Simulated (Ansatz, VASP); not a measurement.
**Two plane-wave programs on Al2Cl3**

```
Al Cl
1.0
     4.12665    0.00000    0.00000
    -2.06332    3.57378    0.00000
     0.00000    0.00000    9.42057
Al Cl
2 3
Direct
  0.33333 0.66667 0.17312
  0.66667 0.33333 0.82688
  0.00000 0.00000 0.00000
  0.33333 0.66667 0.70001
  0.66667 0.33333 0.29999
```

Alike in both runs: functional PBE; k mesh 12 × 12 × 4; occupations gaussian, width 0.1 eV; no spin polarisation.

Ansatz relaxed the structure, and its values are those at the end. VASP's run is a single point on that final structure, the one shown.

|  | VASP | Ansatz |
| --- | --- | --- |
| version | VASP 6.6.1 | Ansatz 0.2.0 |
| potentials or method | VASP PAW PBE potentials, release 64 (Al, Cl), cutoff 520 eV | scalar-relativistic, plane waves, PAW |
| valence electrons in the cell | 27 | 27 |

```tsv
	VASP	Ansatz	Ansatz less VASP
gap on the k mesh at the Fermi level (eV)	none	none	-
pressure (GPa)	0.0	0.0	+0.03
```

A gap of «none» marks a metal or a gap that the smearing closes.
